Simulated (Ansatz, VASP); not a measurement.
Ta: VASP beside Ansatz

```
Ta
1.0
    -1.73384    1.73384    1.65128
     1.73384   -1.73384    1.65128
     1.73384    1.73384   -1.65128
Ta
1
Direct
  0.00000 0.00000 0.00000
```

Change from the starting cell: strain +0.050 along x and y, +0.000 along z, atoms carried along.

Alike in both runs: task single point; functional PBEsol; k mesh 20 × 20 × 20; occupations gaussian, width 0.15 eV; no spin polarisation.

```csv
,VASP,Ansatz
version,VASP 6.6.1,Ansatz 0.2.0
potentials or method,"VASP PAW PBE potentials, release 64 (Ta_pv), cutoff 520 eV","scalar-relativistic, plane waves, PAW"
valence electrons in the cell,11,13
```

```tsv
	VASP	Ansatz	Ansatz less VASP
gap on the k mesh at the Fermi level (eV)	none	none	-
pressure (GPa)	-19.2	-19.2	-0.01
traceless stress, the component that is largest in VASP (GPa)	2.33	2.34	+0.003
```

VASP's potentials were made for PBE, not for PBEsol. A gap of «none» marks a metal or a gap that the smearing closes. VASP's potentials hold 11 valence electrons a cell and Ansatz's 13, so a difference there can come from the potentials and not from the codes.

Neither program's run includes spin-orbit coupling.
